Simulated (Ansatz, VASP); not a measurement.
## In: VASP beside Ansatz

Contents of INCAR:

```
SYSTEM = In
PREC = Accurate
ENCUT = 520
EDIFF = 1E-6
ISMEAR = 0
SIGMA = 0.15
LREAL = .False.
LASPH = .True.
NELM = 80
ALGO = Fast
ISIF = 2
LWAVE = .False.
LCHARG = .True.
GGA = PE
LELF = .True.
LVHAR = .True.
NBANDS = 12
```

The input KPOINTS:

```
regular mesh
0
Gamma
  20 20 20
  0 0 0
```

POSCAR

```
In
1.0
   -1.5611040000      1.5611040000      2.6718660000
    1.5611040000     -1.5611040000      2.6718660000
    1.5611040000      1.5611040000     -2.6718660000
In
1
Direct
    0.0000000000      0.0000000000      0.0000000000
```

Input for Ansatz:

```yaml
crystal:
  lattice:
    - [-1.561104, 1.561104, 2.671866]
    - [1.561104, -1.561104, 2.671866]
    - [1.561104, 1.561104, -2.671866]
  atoms:
    - { symbol: In, position: [0.0, 0.0, 0.0] }
basis:
  ecutwfc: 420
kpoints:
  mp_grid: { grid: [20, 20, 20] }
hamiltonian:
  xc: pbe
scf:
  occupations: { method: gaussian, width: 0.15 }
output:
  forces: true
  stress: true
  eigenvalues: true
```

Change from the starting cell: strain -0.040 along x and y, +0.080 along z, atoms carried along.

Alike in both runs: task single point; functional PBE; k mesh 20 × 20 × 20; occupations gaussian, width 0.15 eV; no spin polarisation.

|  | VASP | Ansatz |
| --- | --- | --- |
| version | VASP 6.6.1 | Ansatz 0.2.0 |
| potentials or method | VASP PAW PBE potentials, release 64 (In_d), cutoff 520 eV | scalar-relativistic, plane waves, PAW |
| valence electrons in the cell | 13 | 13 |

|  | VASP | Ansatz | Ansatz less VASP |
| --- | --- | --- | --- |
| gap on the k mesh at the Fermi level (eV) | none | none | - |
| pressure (GPa) | 2.5 | 2.4 | -0.03 |
| traceless stress, the component that is largest in VASP (GPa) | -1.44 | -1.43 | +0.014 |

A gap of «none» marks a metal or a gap that the smearing closes.
